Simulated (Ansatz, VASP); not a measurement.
Two plane-wave programs on MgO3

File INCAR:

```
SYSTEM = MgO3
PREC = Accurate
ENCUT = 600
EDIFF = 1E-7
ISMEAR = 0
SIGMA = 0.01
LREAL = .False.
LASPH = .True.
NELM = 60
ALGO = Normal
ISIF = 3
LWAVE = .False.
LCHARG = .False.
GGA = PE
IBRION = 2
NSW = 100
EDIFFG = -0.01
```

Contents of KPOINTS:

```
Automatic mesh
0
Gamma
  12 8 8
  0 0 0
```

File POSCAR:

```
MgO3
1.0
    2.8134236900      0.0000000000      0.0000000000
    0.0000000000      5.0004631880      0.0000000000
    0.0000000000      0.0000000000      5.2336272872
Mg O
1 3
Direct
    0.0000000000      0.0000000000      0.0000000000
    0.5000000000      0.0000000000      0.7389566281
    0.0000000000      0.0000000000      0.5000000000
    0.5000000000      0.0000000000      0.2610433719
```

Input for Ansatz:

```yaml
crystal:
  lattice:
    - [2.81342369, 0.0, 0.0]
    - [0.0, 5.000463188, 0.0]
    - [0.0, 0.0, 5.2336272872]
  atoms:
    - { symbol: Mg, position: [0.0, 0.0, 0.0] }
    - { symbol: O, position: [0.5, 0.0, 0.7389566281] }
    - { symbol: O, position: [0.0, 0.0, 0.5] }
    - { symbol: O, position: [0.5, 0.0, 0.2610433719] }
basis:
  ecutwfc: 420
kpoints:
  mp_grid: { grid: [12, 8, 8] }
hamiltonian:
  xc: pbe
scf:
  occupations: { method: gaussian, width: 0.01 }
output:
  forces: true
  stress: true
  eigenvalues: true
  write_density: true
  write_potential: true
  elf: true
  volumetric_format: npy
relax:
  adjacent_minimum: "off"
  f_tol: 0.01
  max_steps: 80
  cell: { stress_tol: 0.05 }
```

Change from the starting cell: species swapped into the Sn3Pb type (Pmmm, No. 47).

Alike in both runs: task relaxation of cell and atoms; functional PBE; k mesh 12 × 8 × 8; occupations gaussian, width 0.01 eV; no spin polarisation.

```csv
,VASP,Ansatz
version,VASP 6.6.1,Ansatz 0.2.0
potentials or method,"VASP PAW PBE potentials, release 64 (Mg, O), cutoff 600 eV","scalar-relativistic, plane waves, PAW"
valence electrons in the cell,20,28
```

Ansatz gave:

- gap on the k mesh at the Fermi level, each at its own relaxed structure (eV): none
- relaxed volume (Å³/atom): 24.30
- relaxed length of the cell vector where the two differ most in proportion (Å): 6.604

Which values does VASP return?

gap on the k mesh at the Fermi level, each at its own relaxed structure (eV): none; relaxed volume (Å³/atom): 20.21; relaxed length of the cell vector where the two differ most in proportion (Å): 5.502.

A gap of «none» marks a metal or a gap that the smearing closes. One of these differences is far larger than is usual between the two programs; its cause wasn't traced. VASP's potentials hold 20 valence electrons a cell and Ansatz's 28, so a difference there can come from the potentials and not from the codes. Ansatz's warnings: xc potential rough in thin density.
